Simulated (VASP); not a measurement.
Here is a VASP 6.6.1 calculation.

Contents of INCAR:

```
SYSTEM = Cu
PREC = Accurate
ENCUT = 520
EDIFF = 1E-6
ISMEAR = -1
SIGMA = 0.05
LREAL = .FALSE.
LASPH = .TRUE.
NELM = 100
ALGO = Normal
ISIF = 2
LWAVE = .FALSE.
LCHARG = .TRUE.
GGA = PE
LELF = .TRUE.
LVHAR = .TRUE.
NBANDS = 12
```

File KPOINTS:

```
regular mesh
0
G
  17 17 16
  0 0 0
```

File POSCAR:

```
Cu
1.0
    2.4253202321      0.0000000000      0.0000000000
   -1.2126601161      2.1003889333      0.0000000000
    0.0000000000      0.0000000000      2.3497805056
Cu
1
Direct
    0.0000000000      0.0000000000      0.0000000000
```

Potentials or basis: VASP PAW PBE potentials, release 64 (Cu).

The run is started by

```console
$ cat potpaw_PBE.64/Cu/POTCAR > POTCAR
$ mpirun -np 1 vasp_std > vasp.out
```

(1) What does it give for the pressure?

Answers

(1) 12.4 GPa.
